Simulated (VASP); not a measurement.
# Rh (I4/mmm) in VASP: notebook

The runs below take Rh through single point, with PBE.

Everything below comes from runs of VASP 6.6.1. Logs are shortened: lines on timing, memory, paths and dates and some standing lists are left out, and cuts for length are marked.

### 1 The cell of the first run

Symmetry: I4/mmm, No. 139, tetragonal system. Conventional cell: a = 2.689 Å, b = 2.689 Å, c = 3.708 Å, α = 90.00°, β = 90.00°, γ = 90.00°. Rh (site symmetry 4/mmm) has 12 Rh at 2.66 to 2.69 Å within 3.5 Å.

### 2 Single point, PBE (strain +0.000 along x and y, -0.025 along z)

INCAR reads:

```
PREC     = Accurate       # precision mode
ENCUT    = 520            # plane-wave cutoff, eV
EDIFF    = 1E-6           # SCF threshold, eV
ISMEAR   = 0              # smearing method
SIGMA    = 0.15           # smearing width, eV
LREAL    = F              # projectors in reciprocal space
LASPH    = T              # aspherical terms in the spheres
NELM     = 80             # most SCF steps
ALGO     = Fast           # electronic algorithm
ISIF     = 2              # what is computed and relaxed
LWAVE    = F              # write WAVECAR
LCHARG   = F              # write CHGCAR
GGA      = PE             # functional
NBANDS   = 14             # bands
```

KPOINTS reads:

```
Automatic mesh
0
Gamma
  22 22 22
```

POSCAR reads:

```
Rh
1.0
    0.0000000000      1.9015500000      1.8540112500
    1.9015500000      0.0000000000      1.8540112500
    1.9015500000      1.9015500000      0.0000000000
Rh
1
Direct
    0.0000000000      0.0000000000      0.0000000000
```

Potentials or basis: VASP PAW PBE potentials, release 64 (Rh_pv).

On the command line:

```sh
> cat potpaw_PBE.64/Rh_pv/POTCAR > POTCAR
> mpirun -np 1 vasp_std > vasp.out
```

OUTCAR:

```text
PREC = Accurate
   ENCUT = 520
   EDIFF = 1E-6
   ISMEAR = 0
   LREAL = F
   LASPH = T
   NELM = 80
   ISIF = 2
   GGA = PE

 ion  position               nearest neighbor table
   1  0.000  0.000  0.000-

  LATTYP: Found a body centered tetragonal cell.
 ALAT       =     2.6891977995
 C/A-ratio  =     1.3788582233

  Lattice vectors:

 A1 = (   0.0000000000,  -1.9015500000,  -1.8540112500)
 A2 = (   0.0000000000,   1.9015500000,  -1.8540112500)
 A3 = (   1.9015500000,   0.0000000000,   1.8540112500)

Analysis of symmetry for initial positions (statically):
=====================================================================
 Subroutine PRICEL returns:
 Original cell was already a primitive cell.

 Routine SETGRP: Setting up the symmetry group for a
 body centered tetragonal supercell.

 Subroutine GETGRP returns: Found 16 space group operations
 (whereof 16 operations were pure point group operations)
 out of a pool of 16 trial point group operations.

The static configuration has the point symmetry D_4h.

Analysis of symmetry for dynamics (positions and initial velocities):
=====================================================================
 Subroutine PRICEL returns:
 Original cell was already a primitive cell.

 Routine SETGRP: Setting up the symmetry group for a
 body centered tetragonal supercell.

 Subroutine GETGRP returns: Found 16 space group operations
 (whereof 16 operations were pure point group operations)
 out of a pool of 16 trial point group operations.

The dynamic configuration has the point symmetry D_4h.

 Subroutine INISYM returns: Found 16 space group operations
 (whereof 16 operations are pure point group operations),
 and found     1 'primitive' translations

----------------------------------------------------------------------------------------

                                     Primitive cell

  volume of cell :      13.4078

  direct lattice vectors                    reciprocal lattice vectors
     0.000000000  1.901550000  1.854011250    -0.262943388  0.262943388  0.269685526
     1.901550000  0.000000000  1.854011250     0.262943388 -0.262943388  0.269685526
     1.901550000  1.901550000  0.000000000     0.262943388  0.262943388 -0.269685526

  length of vectors
     2.655795572  2.655795572  2.689197800     0.459356870  0.459356870  0.459356870

  position of ions in fractional coordinates (direct lattice)
     0.000000000  0.000000000  0.000000000

  ion indices of the primitive-cell ions
   primitive index   ion index
                 1           1

----------------------------------------------------------------------------------------

 KPOINTS: Automatic mesh

Automatic generation of k-mesh.
 Grid dimensions read from file:
 generate k-points for:   22   22   22

 Generating k-lattice:

  Cartesian coordinates                     Fractional coordinates (reciprocal lattice)
    -0.011951972  0.011951972  0.012258433     0.045454545  0.000000000  0.000000000
     0.011951972 -0.011951972  0.012258433     0.000000000  0.045454545  0.000000000
     0.011951972  0.011951972 -0.012258433     0.000000000  0.000000000  0.045454545

  Length of vectors
     0.020879858  0.020879858  0.020879858

  Shift w.r.t. Gamma in fractional coordinates (k-lattice)
     0.000000000  0.000000000  0.000000000

 Subroutine IBZKPT returns following result:
 ===========================================

 Found    834 irreducible k-points:

 Following reciprocal coordinates:
            Coordinates               Weight
  0.000000  0.000000  0.000000      1.000000
  0.045455 -0.000000  0.000000      8.000000
  0.090909 -0.000000  0.000000      8.000000
  0.136364  0.000000  0.000000      8.000000
  0.181818 -0.000000  0.000000      8.000000
  0.227273 -0.000000  0.000000      8.000000
[... 16 lines left out ...]
  0.500000  0.045455  0.000000      8.000000
 -0.454545  0.045455  0.000000      8.000000
 [... further k-points ...]
   k-points           NKPTS =    834   k-points in BZ     NKDIM =    834   number of bands    NBANDS=     14
   number of dos      NEDOS =    301   number of ions     NIONS =      1
   total plane-waves  NPLWV =   8000
   dimension x,y,z NGX =    20 NGY =   20 NGZ =   20
   dimension x,y,z NGXF=    40 NGYF=   40 NGZF=   40
   ions per type =               1
   NGX,Y,Z   is equivalent  to a cutoff of  12.52, 12.52, 12.36 a.u.
   NGXF,Y,Z  is equivalent  to a cutoff of  25.04, 25.04, 24.73 a.u.
 SYSTEM =  unknown system
   PREC   = accura    normal or accurate (medium, high low for compatibility)
   ISTART =      0    job   : 0-new  1-cont  2-samecut
   ICHARG =      2    charge: 1-file 2-atom 10-const
   ISPIN  =      1    spin polarized calculation?
   LNONCOLLINEAR =      F non collinear calculations
   LSORBIT =      F    spin-orbit coupling
   LASPH  =      T    aspherical Exc in radial PAW
   ENCUT  =  520.0 eV  38.22 Ry    6.18 a.u.   4.94  4.94  5.00*2*pi/ulx,y,z
   NELM   =     80;   NELMIN=  2; NELMDL= -5     # of ELM steps
   EDIFF  = 0.1E-05   stopping-criterion for ELM
   LREAL  =      F    real-space projection
   EDIFFG = 0.1E-04   stopping-criterion for IOM
   NSW    =      0    number of steps for IOM
   IBRION =     -1    ionic relax: 0-MD 1-quasi-New 2-CG
   NFREE  =      0    steps in history (QN), initial steepest desc. (CG)
   ISIF   =      2    stress and relaxation
   ISYM   =      2    0-nonsym 1-usesym 2-fastsym
   POTIM  = 0.5000    time-step for ionic-motion
   TEBEG  =    0.0;   TEEND  =   0.0 temperature during run
   PSTRESS=    0.0 pullay stress
   NELECT =      15.0000    total number of electrons
   NUPDOWN=      -1.0000    fix difference up-down
   EMIN   =  10.00;   EMAX   =-10.00  energy-range for DOS
   EFERMI =   0.00;   METHOD = LEGACY
   ISMEAR =     0;   SIGMA  =   0.15  broadening in eV -4-tet -1-fermi 0-gaus
   EFERMI_NEDOS =   21; number of points for ismear=-14 and -15
   IALGO  =     68    algorithm
   IMIX   =      4    mixing-type and parameters
     AMIX     =   0.40;   BMIX     =  1.00
     AMIX_MAG =   1.60;   BMIX_MAG =  1.00
  volume/ion in A,a.u.               =      13.41        90.48
  Fermi-wavevector in a.u.,A,eV,Ry     =   1.699493  3.211575 39.297372  2.888275
  Thomas-Fermi vector in A             =   2.779800
   LORBIT       =      0    0 simple, 1 ext, 2 COOP (PROOUT), +10 PAW based schemes
   GGA     = PE    functional components
   LHFCALC =     F    Hartree Fock is set to
   AEXX    =    0.0000 exact exchange contribution
   IVDW    =     0    specifies the selected vdW correction
   LEPSILON=     F    determine dielectric tensor
   LRPA    =     F    only Hartree local field effects (RPA)
 non-spin polarized calculation
 RMM-DIIS sequential band-by-band and
 Gauss-broadening in eV      SIGMA  =   0.15
  energy-cutoff  :      520.00
  volume of cell :       13.41
 maximum number of plane-waves:       374
   NGX =  9   NGY =  9   NGZ =  9

 number of electron      15.0000006 magnetization

 Free energy of the ion-electron system (eV)
  ---------------------------------------------------
  ext. energy  EPLUGINS =         0.00000000
  ---------------------------------------------------
  free energy    TOTEN  =        -7.23523457 eV

  energy without entropy =       -7.22077220  energy(sigma->0) =       -7.22800339

 E-fermi :  12.3649     XC(G=0): -14.1944

 val. band max:       12.3643977553   @ k =  -0.4091   0.3636   0.2273
 cond. band min:      12.3667789802   @ k =   0.3182   0.0455   0.1818
 fundamental gap:      0.0023812249
 Fermi energy:        12.3648937252

 k-point     1 :       0.0000    0.0000    0.0000
  band No.  band energies     occupation
      1     -34.0570      2.00000
      2     -34.0570      2.00000
      3     -34.0420      2.00000
      4       4.2261      2.00000
      5       9.0831      2.00000
      6       9.0831      2.00000
      7       9.3584      2.00000
      8      11.1688      2.00000
      9      11.5053      2.00000
     10      28.3578      0.00000
     11      32.8288      0.00000
     12      33.6788      0.00000
     13      33.6788      0.00000
     14      34.5121      0.00000

 k-point     2 :       0.0455   -0.0000    0.0000
  band No.  band energies     occupation
      1     -34.0708      2.00000
      2     -34.0596      2.00000
      3     -34.0469      2.00000
      4       4.3120      2.00000
      5       9.0673      2.00000
      6       9.1173      2.00000
      7       9.3688      2.00000
      8      11.1519      2.00000
      9      11.4825      2.00000
     10      28.4861      0.00000
     11      32.8281      0.00000
     12      33.3425      0.00000
     13      33.8058      0.00000
     14      34.4802      0.00000

 k-point     3 :       0.0909   -0.0000    0.0000
  band No.  band energies     occupation
      1     -34.1182      2.00000
      2     -34.0670      2.00000
      3     -34.0542      2.00000
      4       4.5621      2.00000
      5       8.9969      2.00000
      6       9.2104      2.00000
      7       9.4284      2.00000
      8      11.1129      2.00000
      9      11.4243      2.00000
     10      28.8449      0.00000
     11      32.3229      0.00000
     12      32.8313      0.00000
     13      34.1790      0.00000
     14      34.7589      0.00000

 k-point     4 :       0.1364    0.0000    0.0000
  band No.  band energies     occupation
      1     -34.1944      2.00000
      2     -34.0787      2.00000
      3     -34.0635      2.00000
      4       4.9507      2.00000
      5       8.8847      2.00000
      6       9.3310      2.00000
      7       9.5393      2.00000
      8      11.0888      2.00000
      9      11.3627      2.00000
     10      29.3476      0.00000
     11      31.0501      0.00000
     12      32.8297      0.00000
     13      34.7754      0.00000
     14      35.3307      0.00000

 k-point     5 :       0.1818   -0.0000    0.0000
  band No.  band energies     occupation
      1     -34.2918      2.00000
      2     -34.0937      2.00000
      3     -34.0751      2.00000
      4       5.4211      2.00000
      5       8.8105      2.00000
      6       9.4242      2.00000
      7       9.6477      2.00000
      8      11.1396      2.00000
      9      11.3523      2.00000
     10      29.6356      0.00000
     11      29.9199      0.00000
[... 276 lines left out ...]
 k-point    22 :       0.4545    0.0455    0.0000
  band No.  band energies     occupation
      1     -34.8199      2.00000
      2     -34.1842      2.00000
      3     -34.1468      2.00000
      4       6.1391      2.00000
      5       9.0480      2.00000
      6       9.2123      2.00000
      7      11.7542      2.00000
      8      12.9890      0.00000
      9      13.5173      0.00000
     10      21.9475      0.00000
     11      28.1462      0.00000
     12      32.8297      0.00000
     13      33.6658      0.00000
     14      34.4361      0.00000

 k-point    23 :       0.5000    0.0455    0.0000
  band No.  band energies     occupation
      1     -34.8442      2.00000
      2     -34.1854      2.00000
      3     -34.1531      2.00000
      4       6.1053      2.00000
      5       9.0036      2.00000
      6       9.1748      2.00000
      7      12.0691      1.99472
      8      13.0450      0.00000
      9      13.9069      0.00000
     10      21.3047      0.00000
     11      27.9866      0.00000
     12      32.8294      0.00000
     13      33.5515      0.00000
     14      33.9463      0.00000

 k-point    24 :      -0.4545    0.0455    0.0000
  band No.  band energies     occupation
      1     -34.8379      2.00000
      2     -34.1815      2.00000
      3     -34.1555      2.00000
      4       6.1144      2.00000
      5       9.0046      2.00000
      6       9.1864      2.00000
      7      12.0639      1.99546
      8      12.9385      0.00000
      9      13.8340      0.00000
     10      21.4641      0.00000
     11      28.0230      0.00000
     12      32.8294      0.00000
     13      33.8076      0.00000
     14      33.8274      0.00000

 [... further k-points ...]

------------------------ aborting loop because EDIFF is reached ----------------------------------------

  FORCE on cell =-STRESS in cart. coord.  units (eV):
  Direction    XX          YY          ZZ          XY          YZ          ZX
  --------------------------------------------------------------------------------------
  -------------------------------------------------------------------------------------
  Total        0.9608545      0.9608545      1.5046156      0.0000000     -0.0000000      0.0000000
  in kB      114.8181027    114.8181027    179.7952738      0.0000000     -0.0000000      0.0000000
  external PRESSURE =     136.4771597 kB  Pullay stress =       0.0000000 kB

 VOLUME and BASIS-vectors are now :
 -----------------------------------------------------------------------------
  energy-cutoff  :      520.00
  volume of cell :       13.41
      direct lattice vectors                 reciprocal lattice vectors
     0.000000000  1.901550000  1.854011250    -0.262943388  0.262943388  0.269685526
     1.901550000  0.000000000  1.854011250     0.262943388 -0.262943388  0.269685526
     1.901550000  1.901550000  0.000000000     0.262943388  0.262943388 -0.269685526

 POSITION                                       TOTAL-FORCE (eV/Angst)
 -----------------------------------------------------------------------------------
      0.00000      0.00000      0.00000         0.000000      0.000000      0.000000
 -----------------------------------------------------------------------------------
    total drift:                                0.000000      0.000000      0.000000

  FREE ENERGIE OF THE ION-ELECTRON SYSTEM (eV)
  ---------------------------------------------------
  free  energy   TOTEN  =        -7.2352345743 eV

  energy  without entropy=       -7.2207722003  energy(sigma->0) =       -7.22800339
```

Wall time 1.8 min (1 thread of Intel Xeon Platinum 8375C at 2.90GHz (Ice Lake), shared host); peak memory 0.24 GiB.

What came out:

- Free energy: -7.2352 eV
- Pressure: 13.6 GPa
- Band gap on the k mesh: zero (an odd number of electrons rules out a gap without spin polarisation)

Levels at points of the mesh, in eV from the Fermi level:
| k point | band 3 | band 4 | band 5 | band 6 | band 7 | band 8 | band 9 | band 10 | band 11 | band 12 |
| --- | --- | --- | --- | --- | --- | --- | --- | --- | --- | --- |
| (0.00, 0.00, 0.00) | -46.41 | -8.14 | -3.28 | -3.28 | -3.01 | -1.20 | -0.86 | 15.99 | 20.46 | 21.31 |
| (0.50, 0.00, 0.00) | -46.51 | -6.32 | -3.42 | -3.13 | 0.53 | 0.68 | 0.71 | 8.92 | 15.49 | 20.46 |
| (0.50, 0.50, 0.00) | -46.74 | -6.56 | -6.19 | 0.56 | 1.05 | 1.05 | 3.68 | 13.09 | 13.17 | 13.17 |
| (0.50, 0.00, 0.50) | -46.68 | -6.55 | -6.16 | 0.57 | 0.91 | 1.15 | 3.12 | 12.37 | 13.49 | 13.80 |

Caveat: the cell differs from its parent crystal (strain +0.000 along x and y, -0.025 along z); the cell stands under pressure.

### 3 Single point, PBE (strain -0.025 along x and y, +0.025 along z)

INCAR reads:

```
SYSTEM = Rh
ALGO = Fast
EDIFF = 1E-6
ENCUT = 520
GGA = PE
ISIF = 2
ISMEAR = 0
LASPH = .True.
LCHARG = .True.
LELF = .True.
LREAL = .False.
LVHAR = .True.
LWAVE = .False.
NBANDS = 14
NELM = 80
PREC = Accurate
SIGMA = 0.15
```

KPOINTS reads:

```
k-points
0
Gamma
  22 22 22
  0 0 0
```

POSCAR reads:

```
Rh
1.0
    0.0000000000      1.8540112500      1.9490887500
    1.8540112500      0.0000000000      1.9490887500
    1.8540112500      1.8540112500      0.0000000000
Rh
1
Direct
    0.0000000000      0.0000000000      0.0000000000
```

Potentials or basis: VASP PAW PBE potentials, release 64 (Rh_pv).

On the command line:

```sh
> cat potpaw_PBE.64/Rh_pv/POTCAR > POTCAR
> mpirun -np 1 vasp_std > vasp.out
```

Wall time 1.7 min (1 thread of Intel Xeon Platinum 8375C at 2.90GHz (Ice Lake), shared host); peak memory 0.24 GiB.

It converged, with:

```yaml
Free_energy: -7.2203 eV
Pressure: 14.2 GPa
Band_gap_on_the_k_mesh: zero (an odd number of electrons rules out a gap without spin polarisation)
```

Stress tensor (GPa, compression positive):
```
18.71  0.00  0.00
 0.00 18.71  0.00
 0.00  0.00  5.06
```

Levels at points of the mesh, in eV from the Fermi level:
```csv
k point,band 5,band 6,band 7,band 8,band 9,band 10
"(0.00, 0.00, 0.00)",-3.57,-2.99,-2.99,-1.39,-0.69,16.03
"(0.50, 0.00, 0.00)",-3.55,-2.99,0.47,0.72,0.74,8.94
"(0.50, 0.50, 0.00)",-6.15,0.62,1.01,1.01,2.60,11.69
"(0.50, 0.00, 0.50)",-6.17,0.53,0.79,1.31,3.68,12.91
```

Caveat: the cell differs from its parent crystal (strain -0.025 along x and y, +0.025 along z); the cell stands under pressure.

### 4 Single point, PBE (strain -0.050 along x and y, -0.025 along z)

INCAR reads:

```
SYSTEM = Rh
PREC = Accurate ; ENCUT = 520
EDIFF = 1E-6 ; ISMEAR = 0
SIGMA = 0.15 ; LREAL = .False.
LASPH = .True. ; NELM = 60
ALGO = Normal ; ISIF = 2
LWAVE = .False. ; LCHARG = .False.
GGA = PE ; NBANDS = 14
```

KPOINTS reads:

```
regular mesh
0
Gamma
  22 22 22
  0 0 0
```

POSCAR reads:

```
Rh
1.0
    0.0000000000      1.8064725000      1.8540112500
    1.8064725000      0.0000000000      1.8540112500
    1.8064725000      1.8064725000      0.0000000000
Rh
1
Direct
    0.0000000000      0.0000000000      0.0000000000
```

On the command line:

```sh
> cat potpaw_PBE.64/Rh_pv/POTCAR > POTCAR
> mpirun -np 1 vasp_std > vasp.out
```

Run time: 62 s. Hardware: 1 thread of Intel Xeon Platinum 8488C (Sapphire Rapids), shared host; peak memory 0.24 GiB.

It converged, with:

```yaml
Free_energy: -6.9641 eV
Pressure: 56.5 GPa
Band_gap_on_the_k_mesh: zero (an odd number of electrons rules out a gap without spin polarisation)
```

Stress tensor (GPa, compression positive):
```
59.58  0.00  0.00
 0.00 59.58  0.00
 0.00  0.00 50.25
```

Levels at points of the mesh, in eV from the Fermi level:
```
           k point  band 3  band 4  band 5  band 6  band 7  band 8  band 9  band 10  band 11  band 12
(0.00, 0.00, 0.00)  -46.59   -8.92   -3.97   -3.63   -3.63   -1.41   -0.99    15.83    20.16    21.40
(0.50, 0.00, 0.00)  -46.73   -7.26   -4.03   -3.68    0.63    0.64    0.81    10.09    15.37    20.17
(0.50, 0.50, 0.00)  -46.97   -7.61   -7.18    0.72    1.23    1.23    3.08    13.51    14.43    14.43
(0.50, 0.00, 0.50)  -47.00   -7.64   -7.21    0.67    1.10    1.41    3.69    13.74    14.15    14.29
```

Caveat: the cell differs from its parent crystal (strain -0.050 along x and y, -0.025 along z); the cell stands under pressure.

### 5 Overview

| cell | gap on the mesh (eV) | pressure (GPa) |
| --- | --- | --- |
| a = 2.656, b = 2.656, c = 2.689 Å, angles 59.6, 59.6, 60.8°, 1 atom | none | 13.6 |
| a = 2.690, b = 2.690, c = 2.622 Å, angles 60.8, 60.8, 58.3°, 1 atom | none | 14.2 |
| a = 2.589, b = 2.589, c = 2.555 Å, angles 60.4, 60.4, 59.1°, 1 atom | none | 56.5 |

Alike in all rows: task single point; level PBE; potentials or basis VASP PAW PBE potentials, release 64 (Rh_pv); no spin polarisation; k mesh 22 × 22 × 22; cutoff (eV) 520; smearing gaussian 0.15 eV.

Caveats: the cell stands under pressure.

Absolute energies hang on the potentials; compare differences alone.
